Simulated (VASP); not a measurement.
Wanted: the native input for a VASP 6.6.1 run.

```
Task                   : relaxation of the atoms
Functional             : LDA
Potentials or basis    : VASP PAW LDA potentials, release 64 (Sc_sv, Al)
Cutoff                 : 520 eV
k mesh                 : 11 × 11 × 11
Occupations            : fermi-dirac, width 0.05 eV
Spin                   : no spin polarisation
Dipole correction      : no
Further INCAR settings : ALGO = Normal; EDIFF = 1e-07; IBRION = 2; EDIFFG = -0.01; NSW = 50
```

The structure of ScAl lies in POSCAR:

```
ScAl
1.0
    3.3703489700      0.0000000000      0.0000000000
    0.0000000000      3.3703489700      0.0000000000
    0.0000000000      0.0000000000      3.3703489700
Sc Al
1 1
Direct
    0.5000000000      0.5000000000      0.5000000000
    0.0000000000      0.0000000000      0.0000000000
```

These files were run (other wordings do the same):

INCAR

```
SYSTEM = ScAl
PREC = Accurate
ENCUT = 520
EDIFF = 1E-7
ISMEAR = -1
SIGMA = 0.05
LREAL = .False.
LASPH = .True.
NELM = 60
ALGO = Normal
ISIF = 2
LWAVE = .False.
LCHARG = .False.
GGA = CA
IBRION = 2
NSW = 50
EDIFFG = -0.01
```

KPOINTS

```
Automatic mesh
0
Gamma
  11 11 11
  0 0 0
```

Potentials or basis: VASP PAW LDA potentials, release 64 (Sc_sv, Al).

Launch:

```console
$ cat potpaw_LDA.64/Sc_sv/POTCAR potpaw_LDA.64/Al/POTCAR > POTCAR
$ mpirun -np 1 vasp_std > vasp.out
```

It gave:

| Quantity | Value |
| --- | --- |
| Pressure after relaxing | -4.1 GPa |
| Band gap on the k mesh | zero (bands 7 and 8 overlap by 0.75 eV) |

Caveat: the relaxation stopped at its first step, so nothing moved.

Run time: 10 s on 1 thread of Intel(R) Xeon(R) 6975P-C (Granite Rapids), on a shared host, peak memory 0.15 GiB.
